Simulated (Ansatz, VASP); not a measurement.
**One calculation of BeC, two programs**

```
Be C
1.0
     1.41595   -3.73601    0.00000
     1.41595    3.73601    0.00000
     0.00000    0.00000    2.81277
Be C
2 2
Direct
  0.85400 0.14600 0.75000
  0.14600 0.85400 0.25000
  0.55000 0.45000 0.75000
  0.45000 0.55000 0.25000
```

Alike in both runs: task single point; functional PBE; k mesh 6 × 6 × 6; occupations gaussian, width 0.1 eV; no spin polarisation.

|  | VASP | Ansatz |
| --- | --- | --- |
| version | VASP 6.6.1 | Ansatz 0.2.0 |
| potentials or method | VASP PAW PBE potentials, release 64 (Be, C), cutoff 520 eV | scalar-relativistic, plane waves, PAW |
| valence electrons in the cell | 12 | 12 |

|  | VASP | Ansatz | Ansatz less VASP |
| --- | --- | --- | --- |
| gap on the k mesh at the Fermi level (eV) | none | none | - |
| pressure (GPa) | -19.3 | -19.5 | -0.21 |
| traceless stress, the component that is largest in VASP (GPa) | 24.25 | 24.28 | +0.032 |
| rms of the force components (eV/Å) | 0.979 | 0.974 | -0.0056 |

Atom by atom the forces differ by 0.008 eV/Å (rms over components). A gap of «none» marks a metal or a gap that the smearing closes.

The k mesh is coarse, so the values compare programs but aren't converged.
